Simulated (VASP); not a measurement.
Wanted: the native input for a VASP 6.6.1 run.

```
Task                   : single point
Functional             : PBE
Potentials or basis    : VASP PAW PBE potentials, release 64 (As, Ga_d)
Cutoff                 : 520 eV
k mesh                 : 9 × 9 × 1
Occupations            : gaussian, width 0.05 eV
Spin                   : no spin polarisation
Dipole correction      : yes
Further INCAR settings : ALGO = Normal; EDIFF = 1e-07; NBANDS = 46
```

The structure of GaAs lies in POSCAR:

```
GaAs
1.0
    4.0626003671      0.0000000000      0.0000000000
   -2.0313001835      3.5183151233      0.0000000000
    0.0000000000      0.0000000000     25.7805727556
As Ga
4 4
Direct
    0.0000000000      0.0000000000      0.2909167330
    0.3333333333      0.6666666667      0.4195833588
    0.6666666667      0.3333333333      0.5482499847
    0.0000000000      0.0000000000      0.6769166106
    0.3333333333      0.6666666667      0.3230833894
    0.6666666667      0.3333333333      0.4517500153
    0.0000000000      0.0000000000      0.5804166412
    0.3333333333      0.6666666667      0.7090832670
```

The input as run:

INCAR

```
  ALGO = Normal
  DIPOL = 0.5 0.5 0.500
  EDIFF = 1E-7
  ENCUT = 520
  GGA = PE
  IDIPOL = 3
  ISIF = 2
  ISMEAR = 0
  LASPH = T
  LCHARG = T
  LDIPOL = T
  LELF = T
  LREAL = F
  LVACPOTAV = T
  LVHAR = T
  LWAVE = F
  NBANDS = 46
  NELM = 100
  PREC = Accurate
  SIGMA = 0.05
```

KPOINTS

```
k-points
0
Gamma
  9 9 1
```

Potentials or basis: VASP PAW PBE potentials, release 64 (As, Ga_d).

Launch:

```bash
$ cat potpaw_PBE.64/As/POTCAR potpaw_PBE.64/Ga_d/POTCAR > POTCAR
$ mpirun -np 1 vasp_std > vasp.out
```

Results of the run:

```
Largest force          : 0.597 eV/Å
Band gap on the k mesh : zero (band 36 reaches -0.14 eV, above the bottom of band 37 at -0.43 eV)
```

Wall time 13 min on 1 thread of AMD EPYC 7R13, with other jobs on the host, peak memory 0.48 GiB.
